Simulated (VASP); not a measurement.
Write the native input for VASP 6.6.1 that does the following.

* Task: single point
* Functional: r2SCAN
* Potentials or basis: VASP PAW PBE potentials, release 64 (Al, Ru_pv)
* Cutoff: 520 eV
* k mesh: 14 × 14 × 14
* Occupations: gaussian, width 0.1 eV
* Spin: no spin polarisation
* Dipole correction: no
* Further INCAR settings: ALGO = Normal; EDIFF = 1e-07; NBANDS = 16

The system is AlRu.

```xyz
2
Lattice="3.0411 0.0000 0.0000 0.0000 3.0411 0.0000 0.0000 0.0000 3.0411" Properties=species:S:1:pos:R:3 pbc="T T T"
Al    0.0000    0.0000    0.0000
Ru    1.5206    1.5206    1.5206
```

This cell differs from its parent crystal: volume scaled by 1.06.

The input as run:

POSCAR

```
AlRu
1.0
    3.0411220885      0.0000000000      0.0000000000
    0.0000000000      3.0411220885      0.0000000000
    0.0000000000      0.0000000000      3.0411220885
Al Ru
1 1
Direct
    0.0000000000      0.0000000000      0.0000000000
    0.5000000000      0.5000000000      0.5000000000
```

INCAR.step1

```
SYSTEM = AlRu
PREC     = Accurate       ! precision mode
ENCUT    = 520            ! plane-wave cutoff, eV
ISMEAR   = 0              ! smearing method
SIGMA    = 0.1            ! smearing width, eV
LREAL    = .FALSE.        ! projectors in reciprocal space
LASPH    = .TRUE.         ! aspherical terms in the spheres
NELM     = 60             ! most SCF steps
NBANDS   = 16             ! bands
GGA      = PE             ! functional
ALGO     = Normal         ! electronic algorithm
EDIFF    = 1E-4           ! SCF threshold, eV
LWAVE    = .TRUE.         ! write WAVECAR
LCHARG   = .FALSE.        ! write CHGCAR
```

INCAR.step2

```
SYSTEM = AlRu
PREC     = Accurate       ! precision mode
ENCUT    = 520            ! plane-wave cutoff, eV
EDIFF    = 1E-7           ! SCF threshold, eV
ISMEAR   = 0              ! smearing method
SIGMA    = 0.1            ! smearing width, eV
LREAL    = .FALSE.        ! projectors in reciprocal space
LASPH    = .TRUE.         ! aspherical terms in the spheres
NELM     = 60             ! most SCF steps
ALGO     = Normal         ! electronic algorithm
ISIF     = 2              ! what is computed and relaxed
LWAVE    = .FALSE.        ! write WAVECAR
LCHARG   = .TRUE.         ! write CHGCAR
METAGGA  = R2SCAN         ! meta-GGA
LMIXTAU  = .TRUE.       
LELF     = .TRUE.         ! ELF
LVHAR    = .TRUE.       
NBANDS   = 16             ! bands
ISTART   = 1
```

KPOINTS

```
regular mesh
0
G
  14 14 14
  0 0 0
```

Potentials or basis: VASP PAW PBE potentials, release 64 (Al, Ru_pv).

Launch:

```console
$ cat potpaw_PBE.64/Al/POTCAR potpaw_PBE.64/Ru_pv/POTCAR > POTCAR
$ cp INCAR.step1 INCAR
$ mpirun -np 1 vasp_std > vasp.out
$ cp INCAR.step2 INCAR
$ mpirun -np 1 vasp_std > vasp.out
```

Results of the run:

* Pressure: -11.3 GPa

Caveat: the PAW data sets were made with another functional, which shifts forces and pressure a little.

It took 46 s on 1 thread of Intel(R) Xeon(R) 6975P-C (Granite Rapids), with other jobs on the host, peak memory 0.18 GiB.
